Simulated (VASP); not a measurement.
Input of a VASP 6.6.1 run:

Contents of INCAR:

```
PREC = Accurate
ENCUT = 520
EDIFF = 1E-7
ISMEAR = -1
SIGMA = 0.02
LREAL = False
LASPH = True
NELM = 60
ALGO = Normal
ISIF = 2
LWAVE = False
LCHARG = True
GGA = PE
LELF = True
LVHAR = True
NBANDS = 19
```

KPOINTS

```
regular mesh
0
Gamma
  6 6 6
```

Contents of POSCAR:

```
SrCl2
1.0
    0.0000000000      3.5192138322      3.5192138322
    3.5192138322      0.0000000000      3.5192138322
    3.5192138322      3.5192138322      0.0000000000
Sr Cl
1 2
Direct
    0.0000000000      0.0000000000      0.0000000000
    0.2500000000      0.2500000000      0.2500000000
    0.7500000000      0.7500000000      0.7500000000
```

Potentials or basis: VASP PAW PBE potentials, release 64 (Sr_sv, Cl).

Command:

```console
$ cat potpaw_PBE.64/Sr_sv/POTCAR potpaw_PBE.64/Cl/POTCAR > POTCAR
$ mpirun -np 1 vasp_std > vasp.out
```

(1) Predict the pressure.

(2) Predict the band gap on the k mesh.

## Answers

(1) 0.1 GPa.

(2) 5.24 eV, indirect (least direct gap 5.52 eV).
